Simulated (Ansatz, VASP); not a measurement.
Fe: VASP beside Ansatz

The input INCAR:

```
SYSTEM = Fe
PREC = Accurate
ENCUT = 690
EDIFF = 1E-6
ISMEAR = 0
SIGMA = 0.017
LREAL = .FALSE.
LASPH = .TRUE.
NELM = 200
ALGO = Normal
ISIF = 2
LWAVE = .FALSE.
LCHARG = .FALSE.
ISPIN = 2
MAGMOM = 3
LORBIT = 11
LMAXMIX = 4
GGA = PE
NBANDS = 18
GGA_COMPAT = .FALSE.
```

File KPOINTS:

```
Automatic mesh
0
G
  13 13 13
  0 0 0
```

File POSCAR:

```
Fe
1.0
   -1.4430000000      1.4430000000      1.4430000000
    1.4430000000     -1.4430000000      1.4430000000
    1.4430000000      1.4430000000     -1.4430000000
Fe
1
Direct
    0.0000000000      0.0000000000      0.0000000000
```

Contents of input.yaml:

```yaml
crystal:
  lattice:
    - [-1.443, 1.443, 1.443]
    - [1.443, -1.443, 1.443]
    - [1.443, 1.443, -1.443]
  atoms:
    - { symbol: Fe, position: [0.0, 0.0, 0.0], spin: 3.0 }
hamiltonian:
  xc: pbe
  pseudopotentials: { kind: paw }
magnetization:
  spin_polarized: true
kpoints:
  mp_grid: { grid: [13, 13, 13] }
scf:
  occupations: { method: gaussian, width: 0.017 }
output:
  forces: true
  stress: true
  eigenvalues: true
  write_density: true
  write_potential: true
  elf: true
  volumetric_format: npy
```

Alike in both runs: task single point; functional PBE; k mesh 13 × 13 × 13; occupations gaussian, width 0.017 eV; collinear spin.

|  | VASP | Ansatz |
| --- | --- | --- |
| version | VASP 6.6.1 | Ansatz 0.2.0 |
| potentials or method | VASP PAW PBE potentials, release 64 (Fe_sv) | Ansatz PAW |
| plane-wave cutoff (eV) | 690 | 420 |
| valence electrons in the cell | 16 | 16 |

```csv
,VASP,Ansatz,Ansatz less VASP
gap on the k mesh at the Fermi level (eV),none,none,-
pressure (GPa),-11.0,-9.6,+1.36
net moment per atom (μB),2.25,2.25,-0.005
size of the moment on the site where the two differ most (μB),2.27,2.31,+0.038
```

Site moments also hang on the region over which each program counts them. A gap of «none» marks a metal or a gap that the smearing closes.
